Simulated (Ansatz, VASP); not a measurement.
## Na in VASP and in Ansatz

File INCAR:

```
PREC = Accurate
ENCUT = 600
EDIFF = 1E-6
ISMEAR = 0
SIGMA = 0.1
LREAL = False
LASPH = True
NELM = 60
ALGO = Normal
ISIF = 3
LWAVE = False
LCHARG = False
GGA = PS
IBRION = 2
NSW = 100
EDIFFG = -0.005
```

File KPOINTS:

```
regular mesh
0
Gamma
  14 14 14
```

Contents of POSCAR:

```
Na
1.0
   -2.1175000000      2.1175000000      2.1175000000
    2.1175000000     -2.1175000000      2.1175000000
    2.1175000000      2.1175000000     -2.1175000000
Na
1
Direct
    0.0000000000      0.0000000000      0.0000000000
```

Input for Ansatz:

```yaml
crystal:
  lattice:
    - [-2.1175, 2.1175, 2.1175]
    - [2.1175, -2.1175, 2.1175]
    - [2.1175, 2.1175, -2.1175]
  atoms:
    - { symbol: Na, position: [0.0, 0.0, 0.0] }
basis:
  ecutwfc: 420
kpoints:
  mp_grid: { grid: [14, 14, 14] }
hamiltonian:
  xc: pbesol
scf:
  occupations: { method: gaussian, width: 0.1 }
output:
  forces: true
  stress: true
  eigenvalues: true
relax:
  adjacent_minimum: "off"
  f_tol: 0.005
  max_steps: 80
  cell: { stress_tol: 0.05 }
```

Alike in both runs: task relaxation of cell and atoms; functional PBEsol; k mesh 14 × 14 × 14; occupations gaussian, width 0.1 eV; no spin polarisation.

|  | VASP | Ansatz |
| --- | --- | --- |
| version | VASP 6.6.1 | Ansatz 0.2.0 |
| potentials or method | VASP PAW PBE potentials, release 64 (Na_pv), cutoff 600 eV | scalar-relativistic, plane waves, PAW |
| valence electrons in the cell | 7 | 9 |

```csv
,VASP,Ansatz,Ansatz less VASP
"gap on the k mesh at the Fermi level, each at its own relaxed structure (eV)",none,none,-
relaxed volume (Å³/atom),36.25,36.19,-0.058
relaxed cell length with the largest relative difference (Å),3.611,3.609,-0.0019
```

VASP's potentials were made for PBE, not for PBEsol. A gap of «none» marks a metal or a gap that the smearing closes. VASP's potentials hold 7 valence electrons a cell and Ansatz's 9, so a difference there can come from the potentials and not from the codes.
